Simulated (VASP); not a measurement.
# HfB2 (P6/mmm) in VASP: a series of runs, part 2 of 2

VASP 6.6.1. Earlier steps stand in the parts before.

### 3 Single point, PBEsol, non-collinear spin, zero start, spin-orbit coupling

The input, INCAR:

```
SYSTEM = HfB2
PREC     = Accurate       ! precision mode
ENCUT    = 520            ! plane-wave cutoff, eV
EDIFF    = 1E-6           ! SCF threshold, eV
ISMEAR   = -1             ! smearing method
SIGMA    = 0.05           ! smearing width, eV
LREAL    = .False.        ! projectors in reciprocal space
LASPH    = .True.         ! aspherical terms in the spheres
NELM     = 150            ! most SCF steps
ALGO     = Normal         ! electronic algorithm
ISIF     = 2              ! what is computed and relaxed
LWAVE    = .False.        ! write WAVECAR
LCHARG   = .True.         ! write CHGCAR
MAGMOM   = 0 0 0 0 0 0 0 0 0 ! initial moments
LORBIT   = 11             ! projections on sites
LSORBIT  = .True.         ! spin-orbit coupling
GGA_COMPAT= .False.      
LORBMOM  = .True.       
LMAXMIX  = 4              ! l up to which the mixer works
GGA      = PS             ! functional
LVHAR    = .True.       
NBANDS   = 29             ! bands
```

The input, KPOINTS:

```
regular mesh
0
Gamma
  7 7 6
  0 0 0
```

The input, POSCAR:

```
HfB2
1.0
    3.1400000000      0.0000000000      0.0000000000
   -1.5700000000      2.7193197679      0.0000000000
    0.0000000000      0.0000000000      3.4800000000
Hf B
1 2
Direct
    0.0000000000      0.0000000000      0.0000000000
    0.6666666667      0.3333333333      0.5000000000
    0.3333333333      0.6666666667      0.5000000000
```

Potentials or basis: VASP PAW PBE potentials, release 64 (Hf_pv, B).

The run is started by

```bash
$ cat potpaw_PBE.64/Hf_pv/POTCAR potpaw_PBE.64/B/POTCAR > POTCAR
$ mpirun -np 1 vasp_ncl > vasp.out
```

OUTCAR:

```text
SYSTEM = HfB2
   PREC = Accurate
   ENCUT = 520
   EDIFF = 1E-6
   ISMEAR = -1
   LREAL = .False.
   LASPH = .True.
   NELM = 150
   ISIF = 2
   LORBIT = 11
   LSORBIT = .True.
   GGA = PS

 ion  position               nearest neighbor table
   1  0.000  0.000  0.000-   2 2.51   3 2.51   2 2.51   3 2.51   2 2.51   2 2.51   3 2.51   3 2.51
                             2 2.51   2 2.51   3 2.51   3 2.51
   2  0.667  0.333  0.500-   3 1.81   3 1.81   3 1.81   1 2.51   1 2.51   1 2.51   1 2.51   1 2.51
                             1 2.51
   3  0.333  0.667  0.500-   2 1.81   2 1.81   2 1.81   1 2.51   1 2.51   1 2.51   1 2.51   1 2.51
                             1 2.51

  LATTYP: Found a hexagonal cell.
 ALAT       =     3.1400000000
 C/A-ratio  =     1.1082802548

  Lattice vectors:

 A1 = (   3.1400000000,   0.0000000000,   0.0000000000)
 A2 = (  -1.5700000000,   2.7193197679,   0.0000000000)
 A3 = (   0.0000000000,   0.0000000000,   3.4800000000)

Analysis of symmetry for initial positions (statically):
=====================================================================
 Subroutine PRICEL returns:
 Original cell was already a primitive cell.

[... 1020 lines left out ...]
    -0.0080672    -0.0016396     0.0000000    -0.0016396     0.0000000
 l=   3
     0.0000000     0.0000000     0.0000000     0.0000000     0.0000000     0.0000000     0.0000000
     0.0000000     0.0000000     0.0000000     0.0000000     0.0000000     0.0000000     0.0000000
     0.0000000     0.0000000     0.0000000     0.0000000     0.0000000     0.0000000     0.0000000
     0.0000000     0.0000000     0.0000000     0.0000000     0.0000000     0.0000000     0.0000000
[... 29 lines left out ...]
 l=   2
     0.0000000     0.0000000     0.0000000     0.0000000     0.0000000
     0.0000000     0.0000000     0.0000000     0.0000000     0.0000000
     0.0000000     0.0000000     0.0000000     0.0000000     0.0000000
     0.0000000     0.0000000     0.0000000     0.0000000     0.0000000
     0.0000000     0.0000000     0.0000000     0.0000000     0.0000000
 l=   3
     0.0000000     0.0000000     0.0000000     0.0000000     0.0000000     0.0000000     0.0000000
     0.0000000     0.0000000     0.0000000     0.0000000     0.0000000     0.0000000     0.0000000
     0.0000000     0.0000000     0.0000000     0.0000000     0.0000000     0.0000000     0.0000000
     0.0000000     0.0000000     0.0000000     0.0000000     0.0000000     0.0000000     0.0000000
     0.0000000     0.0000000     0.0000000     0.0000000     0.0000000     0.0000000     0.0000000
     0.0000000     0.0000000     0.0000000     0.0000000     0.0000000     0.0000000     0.0000000
     0.0000000     0.0000000     0.0000000     0.0000000     0.0000000     0.0000000     0.0000000

 total charge

# of ion       s       p       d       tot
------------------------------------------
    1        0.299   6.640   1.860   8.800
    2        0.660   1.268   0.000   1.928
    3        0.660   1.268   0.000   1.928
--------------------------------------------------
tot          1.620   9.176   1.860  12.657

 magnetization (x)

# of ion       s       p       d       tot
------------------------------------------
    1        0.000   0.000   0.000   0.000
    2       -0.000   0.000   0.000  -0.000
    3       -0.000   0.000   0.000  -0.000
--------------------------------------------------
tot         -0.000   0.000   0.000  -0.000

 magnetization (y)

# of ion       s       p       d       tot
------------------------------------------
    1        0.000   0.000   0.000   0.000
    2        0.000   0.000   0.000   0.000
    3        0.000   0.000   0.000   0.000
--------------------------------------------------
tot          0.000   0.000   0.000   0.000

 magnetization (z)

# of ion       s       p       d       tot
------------------------------------------
    1       -0.000   0.000  -0.000  -0.000
    2        0.000   0.000   0.000   0.000
    3        0.000   0.000   0.000   0.000
--------------------------------------------------
tot         -0.000   0.000  -0.000  -0.000
```

OSZICAR:

```text
N       E                     dE             d eps       ncg     rms          rms(c)
DAV:   1     0.467576937868E+02    0.46758E+02   -0.79045E+03  1856   0.106E+03
DAV:   2    -0.278308434252E+02   -0.74589E+02   -0.70010E+02  2193   0.272E+02
DAV:   3    -0.307115806376E+02   -0.28807E+01   -0.28432E+01  2470   0.394E+01
DAV:   4    -0.307328422642E+02   -0.21262E-01   -0.21225E-01  2337   0.358E+00
DAV:   5    -0.307329890659E+02   -0.14680E-03   -0.14679E-03  2329   0.283E-01    0.595E+01
DAV:   6    -0.286283886875E+02    0.21046E+01   -0.28168E+00  2215   0.120E+01    0.412E+01
DAV:   7    -0.285536287596E+02    0.74760E-01   -0.94298E-01  2326   0.680E+00    0.206E+01
DAV:   8    -0.285415458248E+02    0.12083E-01   -0.38332E-02  2238   0.137E+00    0.462E+00
DAV:   9    -0.285202363505E+02    0.21309E-01   -0.66094E-02  2199   0.193E+00    0.812E-01
DAV:  10    -0.285196936656E+02    0.54268E-03   -0.78100E-03  2178   0.660E-01    0.328E-01
DAV:  11    -0.285196104884E+02    0.83177E-04   -0.16520E-04  2279   0.109E-01    0.204E-01
DAV:  12    -0.285195976408E+02    0.12848E-04   -0.71888E-05  2283   0.615E-02    0.269E-02
DAV:  13    -0.285195964171E+02    0.12237E-05   -0.54457E-06  2249   0.181E-02    0.204E-02
DAV:  14    -0.285195962574E+02    0.15968E-06   -0.53300E-07  1233   0.548E-03
   1 F= -.28519596E+02 E0= -.28518316E+02  d E =-.256116E-02  mag=    -0.0000     0.0000    -0.0000
```

stdout:

```text
POSCAR found type information on POSCAR HfB
 POSCAR found :  2 types and       3 ions
 scaLAPACK will be used
 -----------------------------------------------------------------------------
|                                                                             |
|                                                                             |
|     You enforced a specific xc type in the INCAR file but a different       |
|     I HOPE YOU KNOW WHAT YOU ARE DOING!                                     |
|                                                                             |
 -----------------------------------------------------------------------------

 LDA part: xc-table for (Slater+PW92), standard interpolation
 POSCAR, INCAR and KPOINTS ok, starting setup
 FFT: planning ... GRIDC
 FFT: planning ... GRID_SOFT
 FFT: planning ... GRID
 WAVECAR not read
 entering main loop
```

It took 1.7 min on 1 thread of Intel Xeon 8259CL, shared host; peak memory 0.23 GiB.

Results:

| Quantity | Value |
| --- | --- |
| Free energy | -28.5196 eV |
| Pressure | -4.4 GPa |
| Net moment | 0.00 μB per cell |
| Valence electrons inside the program's atomic spheres | Hf 8.80; B 1.93 |

Moments on the atoms (μB; x, y, z):
```
Hf  0.00 0.00 0.00
B   0.00 0.00 0.00
B   0.00 0.00 0.00
```

Caveat: the PAW data sets were made with another functional, which shifts forces and pressure a little.

### 4 Single point, RPBE+D3(BJ)

This run uses another cell than the first one, of 8.87 Å³/atom, 0.895 times its volume.

The input, INCAR:

```
PREC     = Accurate       # precision mode
ENCUT    = 520            # plane-wave cutoff, eV
EDIFF    = 1E-7           # SCF threshold, eV
ISMEAR   = -1             # smearing method
SIGMA    = 0.05           # smearing width, eV
LREAL    = False          # projectors in reciprocal space
LASPH    = True           # aspherical terms in the spheres
NELM     = 60             # most SCF steps
ALGO     = Normal         # electronic algorithm
ISIF     = 2              # what is computed and relaxed
LWAVE    = False          # write WAVECAR
LCHARG   = False          # write CHGCAR
GGA      = RP             # functional
IVDW     = 12             # dispersion correction
NBANDS   = 15             # bands
```

The input, KPOINTS:

```
regular mesh
0
Gamma
  10 10 8
```

The input, POSCAR:

```
HfB2
1.0
    3.0375843171      0.0000000000      0.0000000000
   -1.5187921586      2.6306251848      0.0000000000
    0.0000000000      0.0000000000      3.3295566205
Hf B
1 2
Direct
    0.0000000000      0.0000000000      0.0000000000
    0.6666666667      0.3333333333      0.5000000000
    0.3333333333      0.6666666667      0.5000000000
```

Potentials or basis: VASP PAW PBE potentials, release 64 (Hf_pv, B).

The run is started by

```bash
$ cat potpaw_PBE.64/Hf_pv/POTCAR potpaw_PBE.64/B/POTCAR > POTCAR
$ mpirun -np 1 vasp_std > vasp.out
```

OUTCAR:

```text
PREC = Accurate
   ENCUT = 520
   EDIFF = 1E-7
   ISMEAR = -1
   LREAL = False
   LASPH = True
   NELM = 60
   ISIF = 2
   GGA = RP
   IVDW = 12
 IVDW          = 12

 ion  position               nearest neighbor table
   1  0.000  0.000  0.000-   2 2.42   3 2.42   2 2.42   3 2.42   2 2.42   2 2.42   3 2.42   3 2.42
                             2 2.42   2 2.42   3 2.42   3 2.42
   2  0.667  0.333  0.500-   3 1.75   3 1.75   3 1.75   1 2.42   1 2.42   1 2.42   1 2.42   1 2.42
                             1 2.42
   3  0.333  0.667  0.500-   2 1.75   2 1.75   2 1.75   1 2.42   1 2.42   1 2.42   1 2.42   1 2.42
                             1 2.42

  LATTYP: Found a hexagonal cell.
 ALAT       =     3.0375843171
 C/A-ratio  =     1.0961199009

  Lattice vectors:

 A1 = (   3.0375843171,   0.0000000000,   0.0000000000)
 A2 = (  -1.5187921586,   2.6306251848,   0.0000000000)
 A3 = (   0.0000000000,   0.0000000000,   3.3295566205)

Analysis of symmetry for initial positions (statically):
=====================================================================
 Subroutine PRICEL returns:
 Original cell was already a primitive cell.

 Routine SETGRP: Setting up the symmetry group for a
 hexagonal supercell.

 Subroutine GETGRP returns: Found 24 space group operations
 (whereof 24 operations were pure point group operations)
 out of a pool of 24 trial point group operations.

The static configuration has the point symmetry D_6h.

Analysis of symmetry for dynamics (positions and initial velocities):
=====================================================================
 Subroutine PRICEL returns:
 Original cell was already a primitive cell.

 Routine SETGRP: Setting up the symmetry group for a
 hexagonal supercell.

 Subroutine GETGRP returns: Found 24 space group operations
 (whereof 24 operations were pure point group operations)
 out of a pool of 24 trial point group operations.

The dynamic configuration has the point symmetry D_6h.

 Subroutine INISYM returns: Found 24 space group operations
 (whereof 24 operations are pure point group operations),
 and found     1 'primitive' translations

----------------------------------------------------------------------------------------

                                     Primitive cell

  volume of cell :      26.6056

  direct lattice vectors                    reciprocal lattice vectors
     3.037584317  0.000000000  0.000000000     0.329208969  0.190068887  0.000000000
    -1.518792159  2.630625185  0.000000000     0.000000000  0.380137773  0.000000000
     0.000000000  0.000000000  3.329556621     0.000000000  0.000000000  0.300340290

  length of vectors
     3.037584317  3.037584317  3.329556621     0.380137773  0.380137773  0.300340290

  position of ions in fractional coordinates (direct lattice)
     0.000000000  0.000000000  0.000000000
     0.666666667  0.333333333  0.500000000
     0.333333333  0.666666667  0.500000000

  ion indices of the primitive-cell ions
   primitive index   ion index
                 1           1
                 2           2
                 3           3

[... 52 lines left out ...]
 [... further k-points ...]
   k-points           NKPTS =     70   k-points in BZ     NKDIM =     70   number of bands    NBANDS=     15
   number of dos      NEDOS =    301   number of ions     NIONS =      3
   total plane-waves  NPLWV =  16128
   dimension x,y,z NGX =    24 NGY =   24 NGZ =   28
   dimension x,y,z NGXF=    48 NGYF=   48 NGZF=   56
   ions per type =               1   2
   NGX,Y,Z   is equivalent  to a cutoff of  13.14, 13.14, 13.98 a.u.
   NGXF,Y,Z  is equivalent  to a cutoff of  26.27, 26.27, 27.96 a.u.
 SYSTEM =  unknown system
   PREC   = accura    normal or accurate (medium, high low for compatibility)
   ISTART =      0    job   : 0-new  1-cont  2-samecut
   ICHARG =      2    charge: 1-file 2-atom 10-const
   ISPIN  =      1    spin polarized calculation?
   LNONCOLLINEAR =      F non collinear calculations
   LSORBIT =      F    spin-orbit coupling
   LASPH  =      T    aspherical Exc in radial PAW
   ENCUT  =  520.0 eV  38.22 Ry    6.18 a.u.   5.65  5.65  6.19*2*pi/ulx,y,z
   NELM   =     60;   NELMIN=  2; NELMDL= -5     # of ELM steps
   EDIFF  = 0.1E-06   stopping-criterion for ELM
   LREAL  =      F    real-space projection
   EDIFFG = 0.1E-05   stopping-criterion for IOM
   NSW    =      0    number of steps for IOM
   IBRION =     -1    ionic relax: 0-MD 1-quasi-New 2-CG
   NFREE  =      0    steps in history (QN), initial steepest desc. (CG)
   ISIF   =      2    stress and relaxation
   ISYM   =      2    0-nonsym 1-usesym 2-fastsym
   POTIM  = 0.5000    time-step for ionic-motion
   TEBEG  =    0.0;   TEEND  =   0.0 temperature during run
   PSTRESS=    0.0 pullay stress
   NELECT =      16.0000    total number of electrons
   NUPDOWN=      -1.0000    fix difference up-down
   EMIN   =  10.00;   EMAX   =-10.00  energy-range for DOS
   EFERMI =   0.00;   METHOD = LEGACY
   ISMEAR =    -1;   SIGMA  =   0.05  broadening in eV -4-tet -1-fermi 0-gaus
   EFERMI_NEDOS =   21; number of points for ismear=-14 and -15
   IALGO  =     38    algorithm
   IMIX   =      4    mixing-type and parameters
     AMIX     =   0.40;   BMIX     =  1.00
     AMIX_MAG =   1.60;   BMIX_MAG =  1.00
  volume/ion in A,a.u.               =       8.87        59.85
  Fermi-wavevector in a.u.,A,eV,Ry     =   1.381837  2.611294 25.979976  1.909474
  Thomas-Fermi vector in A             =   2.506585
   LORBIT       =      0    0 simple, 1 ext, 2 COOP (PROOUT), +10 PAW based schemes
   GGA     = RP    functional components
   LHFCALC =     F    Hartree Fock is set to
   AEXX    =    0.0000 exact exchange contribution
   IVDW    =    12    specifies the selected vdW correction
   LEPSILON=     F    determine dielectric tensor
   LRPA    =     F    only Hartree local field effects (RPA)
 non-spin polarized calculation
  energy-cutoff  :      520.00
  volume of cell :       26.61
 maximum number of plane-waves:       735
 NGX is ok and might be reduce to    24
   NGX = 11   NGY = 11   NGZ = 13

 number of electron      16.0000001 magnetization

 Free energy of the ion-electron system (eV)
  ---------------------------------------------------
  ext. energy  EPLUGINS =         0.00000000
  ---------------------------------------------------
  free energy    TOTEN  =       -24.85779619 eV

  energy without entropy =      -24.85516144  energy(sigma->0) =      -24.85647881

 E-fermi :   8.5443     XC(G=0): -13.0947

 val. band max:        8.4781425073   @ k =   0.2000   0.2000   0.1250
 cond. band min:       8.7727454265   @ k =   0.1000   0.1000   0.2500
 fundamental gap:      0.2946029192
 Fermi energy:         8.5442535119

 k-point     1 :       0.0000    0.0000    0.0000
  band No.  band energies     occupation
      1     -21.6182      2.00000
      2     -20.9959      2.00000
      3     -20.9959      2.00000
      4      -5.7524      2.00000
      5       5.4253      2.00000
      6       5.4534      2.00000
      7       5.4534      2.00000
      8       6.0442      2.00000
      9      13.2927      0.00000
     10      13.2927      0.00000
     11      14.0808      0.00000
     12      14.0808      0.00000
     13      14.0956      0.00000
     14      14.0956      0.00000
[... 401 lines left out ...]
      2     -21.4783      2.00000
      3     -21.2987      2.00000
      4      -1.7080      2.00000
      5      -0.2592      2.00000
      6       3.7410      2.00000
      7       4.7174      2.00000
      8       6.2110      2.00000
      9      10.0191      0.00000
     10      13.3969      0.00000
     11      13.4892      0.00000
     12      15.7667      0.00000
     13      17.3057      0.00000
     14      18.4024      0.00000
     15      20.9354      0.00000

 [... further k-points ...]

------------------------ aborting loop because EDIFF is reached ----------------------------------------

 Edisp (eV)   -6.94376

 E8    (eV) :    -4.7312

  FORCE on cell =-STRESS in cart. coord.  units (eV):
  Direction    XX          YY          ZZ          XY          YZ          ZX
  --------------------------------------------------------------------------------------
  -------------------------------------------------------------------------------------
  Total      -0.05518    -0.05518     0.07247     0.00000    -0.00000    -0.00000
  in kB      -3.32267    -3.32267     4.36434     0.00000    -0.00000    -0.00000
  external pressure =       -0.76 kB  Pullay stress =        0.00 kB

 VOLUME and BASIS-vectors are now :
 -----------------------------------------------------------------------------
  energy-cutoff  :      520.00
  volume of cell :       26.61
      direct lattice vectors                 reciprocal lattice vectors
     3.037584317  0.000000000  0.000000000     0.329208969  0.190068887  0.000000000
    -1.518792159  2.630625185  0.000000000     0.000000000  0.380137773  0.000000000
     0.000000000  0.000000000  3.329556621     0.000000000  0.000000000  0.300340290

 POSITION                                       TOTAL-FORCE (eV/Angst)
 -----------------------------------------------------------------------------------
      0.00000      0.00000      0.00000         0.000000      0.000000      0.000000
      1.51879      0.87688      1.66478        -0.000000      0.000000      0.000000
     -0.00000      1.75375      1.66478        -0.000000      0.000000      0.000000
 -----------------------------------------------------------------------------------
    total drift:                               -0.000000      0.000000     -0.000000

  FREE ENERGIE OF THE ION-ELECTRON SYSTEM (eV)
  ---------------------------------------------------
  free  energy   TOTEN  =       -31.8015545384 eV

  energy  without entropy=      -31.7989197844  energy(sigma->0) =      -31.80023716
```

It took 13 s on 1 thread of Intel Xeon Platinum 8488C (Sapphire Rapids), shared host; peak memory 0.17 GiB.

What came out:

```
Free energy                : -31.8016 eV
Pressure                   : -0.1 GPa
Band gap on the k mesh     : zero (band 8 reaches 9.22 eV, above the bottom of band 9 at 8.39 eV)
Dispersion energy per atom : -2.315 eV
```

Levels at points of the mesh, in eV from the Fermi level:
```csv
k point,band 6,band 7,band 8,band 9,band 10,band 11
"(0.00, 0.00, 0.00)",-3.09,-3.09,-2.50,4.75,4.75,5.54
"(0.50, 0.00, 0.00)",-4.33,-3.45,-3.09,2.54,3.24,6.57
"(0.00, 0.00, 0.50)",-1.14,-1.14,0.36,0.36,1.22,1.22
"(0.50, 0.00, 0.50)",-5.31,-4.99,-2.33,4.70,5.17,7.26
```

Caveat: the PAW data sets were made with another functional, which shifts forces and pressure a little; spin-orbit coupling is left out, which moves the levels of the heavy elements; pairwise dispersion overbinds metals, which lowers pressure and volume.

### 5 Summary

```tsv
task	level	spin	cell	k mesh	cutoff (eV)	gap on the mesh (eV)	pressure (GPa)
relaxation of cell and atoms	RPBE	off	relaxed from a = 3.140, b = 3.140, c = 3.480 Å, angles 90.0, 90.0, 120.0°, 3 atoms	10 × 10 × 8	600	none	0.1
single point	PBEsol	non-collinear, zero start, SOC	a = 3.140, b = 3.140, c = 3.480 Å, angles 90.0, 90.0, 120.0°, 3 atoms	7 × 7 × 6	520	-	-4.4
single point	RPBE+D3(BJ)	off	a = 3.038, b = 3.038, c = 3.330 Å, angles 90.0, 90.0, 120.0°, 3 atoms	10 × 10 × 8	520	none	-0.1
```

Alike in all rows: potentials or basis VASP PAW PBE potentials, release 64 (Hf_pv, B); smearing fermi-dirac 0.05 eV.

Caveats: the PAW data sets were made with another functional, which shifts forces and pressure a little; spin-orbit coupling is left out, which moves the levels of the heavy elements (some runs); pairwise dispersion overbinds metals, which lowers pressure and volume (some runs).

Total energies depend on the potentials used, so only differences within one code and one set of settings carry meaning.
